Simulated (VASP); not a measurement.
Crystal: AlH6.

```
CELL_PARAMETERS angstrom
3.80370 0.00000 0.00000
-1.90185 3.29410 0.00000
0.00000 0.00000 4.09072
ATOMIC_POSITIONS crystal
Al 0.00000 0.00000 0.50000
H 0.63521 0.00000 0.50000
H 0.00000 0.63521 0.50000
H 0.36479 0.36479 0.50000
H 0.36479 0.00000 0.50000
H 0.00000 0.36479 0.50000
H 0.63521 0.63521 0.50000
```

The cell was generated, and may not be a known phase.

* Program: VASP 6.6.1
* Task: relaxation of cell and atoms
* Functional: PBE
* Potentials or basis: VASP PAW PBE potentials, release 64 (Al, H_h)
* Cutoff: 1230 eV
* k mesh: 6 × 6 × 4
* Occupations: gaussian, width 0.1 eV
* Spin: no spin polarisation

At the start: pressure 55.7 GPa; volume 7.32 Å³/atom.

How do energy, volume and symmetry change on relaxing?

Over 46 steps the energy falls by 1287.6 meV/atom and the volume is 10.89 Å³/atom (+48.7 %); space group P6/mmm (No. 191, to 0.1 Å) before and after.

Step by step:
| step | energy change (eV) | largest force (eV/Å) | pressure (GPa) | volume (Å³) |
| --- | --- | --- | --- | --- |
| 1 | 0.0000 | 4.9028 | 55.68 | 51.26 |
| 3 | -6.5164 | 2.1468 | 15.24 | 67.62 |
| 5 | -7.3662 | 1.8121 | -2.24 | 83.38 |
| 7 | -7.9072 | 0.8990 | 0.16 | 83.05 |
| 9 | -8.3600 | 0.8366 | 0.04 | 99.79 |
| 11 | -8.4555 | 0.4559 | -2.17 | 104.95 |
| 13 | -8.7820 | 0.4248 | -1.37 | 111.11 |
| 15 | -8.7783 | 0.3365 | -1.55 | 110.93 |
| 17 | -8.8006 | 0.2208 | -2.00 | 110.11 |
| 19 | -8.8315 | 0.1376 | -1.13 | 105.69 |
| 21 | -8.8755 | 0.4963 | -1.41 | 97.78 |
| 23 | -8.9010 | 0.3125 | -0.98 | 94.98 |
| 25 | -8.9260 | 0.6598 | 1.41 | 83.06 |
| 27 | -8.9434 | 0.2396 | 0.48 | 85.47 |
| 29 | -8.9760 | 0.0487 | 0.51 | 72.42 |
| 31 | -8.9890 | 0.3202 | 1.43 | 72.24 |
| 33 | -8.9968 | 0.2418 | 1.28 | 72.38 |
| 35 | -9.0033 | 0.0620 | 0.31 | 72.97 |
| 37 | -9.0071 | 0.0170 | 0.61 | 72.84 |
| 39 | -9.0085 | 0.0442 | 0.46 | 73.22 |
| 41 | -9.0113 | 0.1028 | 0.56 | 74.70 |
| 43 | -9.0127 | 0.0271 | 0.32 | 75.49 |
| 45 | -9.0130 | 0.0279 | 0.14 | 76.07 |
| 46 | -9.0132 | 0.0193 | 0.14 | 76.21 |

Final structure:
```
Al H
1.0
     5.61141    0.00000    0.00000
    -2.80571    4.85963    0.00000
     0.00000    0.00000    2.79456
Al H
1 6
Direct
  0.00000 0.00000 0.50000
  0.56950 0.00000 0.50000
  0.00000 0.56950 0.50000
  0.43050 0.43050 0.50000
  0.43050 0.00000 0.50000
  0.00000 0.43050 0.50000
  0.56950 0.56950 0.50000
```

Caveat: the k points lie up to 0.56 Å⁻¹ apart in the final cell, too coarse for converged energies and pressures of a metal; the volume moved by over 15 % at a fixed basis, so the end points are rough; an odd number of electrons without spin polarisation forces a metal; a magnetic or distorted state may lie lower.
